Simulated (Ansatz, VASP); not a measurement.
# Two plane-wave programs on AlN

```
CELL_PARAMETERS angstrom
3.56787 0.00000 0.00000
-1.78393 3.08986 0.00000
0.00000 0.00000 3.60873
ATOMIC_POSITIONS crystal
Al 0.33333 0.66667 0.75000
Al 0.66667 0.33333 0.25000
N 0.33333 0.66667 0.25000
N 0.66667 0.33333 0.75000
```

Alike in both runs: task single point; functional LDA; k mesh 9 × 9 × 6; occupations gaussian, width 0.05 eV; no spin polarisation.

|  | VASP | Ansatz |
| --- | --- | --- |
| version | VASP 6.6.1 | Ansatz 0.2.0 |
| potentials or method | VASP PAW LDA potentials, release 64 (Al, N), cutoff 600 eV | scalar-relativistic, plane waves, PAW |
| valence electrons in the cell | 16 | 16 |

|  | VASP | Ansatz | Ansatz less VASP |
| --- | --- | --- | --- |
| gap on the k mesh at the Fermi level (eV) | 3.16 | 3.16 | -0.004 |
| least direct gap on the mesh (eV) | 3.92 | 3.92 | +0.001 |
| pressure (GPa) | 5.7 | 5.0 | -0.68 |
| traceless stress, the component that is largest in VASP (GPa) | 39.89 | 38.68 | -1.216 |

LDA's correlation is that of Perdew and Zunger in VASP and of Perdew and Wang (1992) in Ansatz.
